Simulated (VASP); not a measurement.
A run of VASP 6.6.1 is set up as follows.

INCAR

```
SYSTEM = Sn2HO2
  PREC = Accurate
  ENCUT = 640
  EDIFF = 1E-6
  ISMEAR = 0
  SIGMA = 0.05
  LREAL = .FALSE.
  LASPH = .TRUE.
  NELM = 300
  ALGO = Normal
  ISIF = 2
  LWAVE = .FALSE.
  LCHARG = .FALSE.
  ISPIN = 2
  MAGMOM = 0 0 0 0 1
  LORBIT = 11
  LDIPOL = .TRUE.
  IDIPOL = 3
  DIPOL = 0.5 0.5 0.304
  GGA = PE
  IVDW = 12
  NBANDS = 32
  GGA_COMPAT = .FALSE.
  NELMDL = -8
  AMIX = 0.1
  BMIX = 1E-4
  AMIX_MAG = 0.4
  BMIX_MAG = 1E-4
  KPAR = 4
```

Contents of KPOINTS:

```
Automatic mesh
0
G
  7 7 1
  0 0 0
```

The input POSCAR:

```
Sn2HO2
1.0
    3.8201629938      0.0000000000      0.0000000000
    0.0000000000      3.8201629938      0.0000000000
    0.0000000000      0.0000000000     19.4630415395
Sn O H
2 2 1
Direct
    0.7500000000      0.2500000000      0.2055177240
    0.2500000000      0.7500000000      0.3269294538
    0.2500000000      0.2500000000      0.2662235889
    0.7500000000      0.7500000000      0.2662235889
    0.5000000000      1.2500000000      0.4553780313
```

Potentials or basis: VASP PAW PBE potentials, release 64 (Sn_d, O, H).

The run is started by

```bash
$ cat potpaw_PBE.64/Sn_d/POTCAR potpaw_PBE.64/O/POTCAR potpaw_PBE.64/H/POTCAR > POTCAR
$ mpirun -np 4 vasp_std > vasp.out
```

Predict the site moments.

Sn +0.00, +0.04; O +0.02; H +0.36 μB.

Predict the dispersion energy per atom.

-0.121 eV.

Forces in eV/Å, atoms in the order of the input:
```
Sn   0.000  0.000 -0.055
Sn   0.031  0.000  0.213
O   -0.002  0.000 -0.023
O   -0.019  0.000 -0.009
H   -0.011  0.000 -0.126
```
